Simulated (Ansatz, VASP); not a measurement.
## Two plane-wave programs on AlCu3

INCAR

```
PREC = Accurate
ENCUT = 520
EDIFF = 1E-7
ISMEAR = 0
SIGMA = 0.15
LREAL = F
LASPH = T
NELM = 60
ALGO = Fast
ISIF = 2
LWAVE = F
LCHARG = F
GGA = PS
NBANDS = 26
```

KPOINTS

```
regular mesh
0
Gamma
  14 14 14
```

POSCAR

```
AlCu3
1.0
    3.6318704092      0.0000000000      0.0000000000
    0.0000000000      3.6318704092      0.0000000000
    0.0000000000      0.0000000000      3.6318704092
Al Cu
1 3
Direct
   -0.0108971292      0.0000000000      0.0000000000
    0.4940532459      0.5000000000      0.0000000000
    0.4940532459      0.0000000000      0.5000000000
    0.0165204132      0.5000000000      0.5000000000
```

Input for Ansatz:

```yaml
crystal:
  lattice:
    - [3.6318704092, 0.0, 0.0]
    - [0.0, 3.6318704092, 0.0]
    - [0.0, 0.0, 3.6318704092]
  atoms:
    - { symbol: Al, position: [-0.0108971292, 0.0, 0.0] }
    - { symbol: Cu, position: [0.4940532459, 0.5, 0.0] }
    - { symbol: Cu, position: [0.4940532459, 0.0, 0.5] }
    - { symbol: Cu, position: [0.0165204132, 0.5, 0.5] }
basis:
  ecutwfc: 420
kpoints:
  mp_grid: { grid: [14, 14, 14] }
hamiltonian:
  xc: pbesol
scf:
  occupations: { method: gaussian, width: 0.15 }
output:
  forces: true
  stress: true
  eigenvalues: true
```

Change from the starting cell: mode 7 (198.7 1/cm) frozen in, largest displacement -0.060 Å.

Alike in both runs: task single point; functional PBEsol; k mesh 14 × 14 × 14; occupations gaussian, width 0.15 eV; no spin polarisation.

|  | VASP | Ansatz |
| --- | --- | --- |
| version | VASP 6.6.1 | Ansatz 0.2.0 |
| potentials or method | VASP PAW PBE potentials, release 64 (Al, Cu), cutoff 520 eV | scalar-relativistic, plane waves, PAW |
| valence electrons in the cell | 36 | 60 |

Ansatz gave:

* gap on the k mesh at the Fermi level (eV): none
* pressure (GPa): 0.3
* rms of the force components (eV/Å): 0.186

Task: What did VASP give for the same quantities?

Result: gap on the k mesh at the Fermi level (eV): none; pressure (GPa): 0.9; rms of the force components (eV/Å): 0.185.

VASP's potentials were made for PBE, not for PBEsol. Atom by atom the forces differ by 0.000 eV/Å (rms over components). A gap of «none» marks a metal or a gap that the smearing closes. The functional is the same, so the differences come from potentials, cutoffs and numerics. VASP's potentials hold 36 valence electrons a cell and Ansatz's 60, so a difference there can come from the potentials and not from the codes.
